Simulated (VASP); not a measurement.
Wanted: the native input for a VASP 6.6.1 run.

| Property | Result |
| --- | --- |
| Task | single point |
| Functional | PBE |
| Potentials or basis | VASP PAW PBE potentials, release 64 (Si, Sn_d) |
| Cutoff | 520 eV |
| k mesh | 12 × 12 × 4 |
| Occupations | gaussian, width 0.1 eV |
| Spin | no spin polarisation |
| Dipole correction | no |
| Further INCAR settings | ALGO = Fast; EDIFF = 1e-06; NBANDS = 41 |

The structure of SiSn2 lies in POSCAR:

```
SiSn2
1.0
    4.3330766885      0.0000000000      0.0000000000
   -2.1665383443      3.7525544888      0.0000000000
    0.0000000000      0.0000000000     10.6590394829
Si Sn
2 4
Direct
    0.0000000000      0.0000000000      0.1093793462
    0.0000000000      0.0000000000      0.8906206538
    0.6666666667      0.3333333333      0.1849829528
    0.6666666667      0.3333333333      0.4478655003
    0.3333333333      0.6666666667      0.8150170472
    0.3333333333      0.6666666667      0.5521344997
```

These files were run (other wordings do the same):

INCAR

```
SYSTEM = SiSn2
  ALGO = Fast
  EDIFF = 1E-6
  ENCUT = 520
  GGA = PE
  ISIF = 2
  ISMEAR = 0
  LASPH = .True.
  LCHARG = .True.
  LELF = .True.
  LREAL = .False.
  LVHAR = .True.
  LWAVE = .False.
  NBANDS = 41
  NELM = 60
  PREC = Accurate
  SIGMA = 0.1
```

KPOINTS

```
k-points
0
Gamma
  12 12 4
  0 0 0
```

Potentials or basis: VASP PAW PBE potentials, release 64 (Si, Sn_d).

Launch:

```console
$ cat potpaw_PBE.64/Si/POTCAR potpaw_PBE.64/Sn_d/POTCAR > POTCAR
$ mpirun -np 1 vasp_std > vasp.out
```

Results of the run:

| Property | Result |
| --- | --- |
| Pressure | 3.2 GPa |
| Largest force | 0.007 eV/Å |
| Band gap on the k mesh | zero (bands 32 and 33 overlap by 0.12 eV) |

Caveat: the cell stands under pressure; semilocal functionals underestimate gaps, and a narrow one can read as zero; spin-orbit coupling is left out, which moves the levels of the heavy elements.

Run time: 4.9 min on 1 thread of Intel(R) Xeon(R) 6975P-C (Granite Rapids) (shared host), peak memory 0.51 GiB.
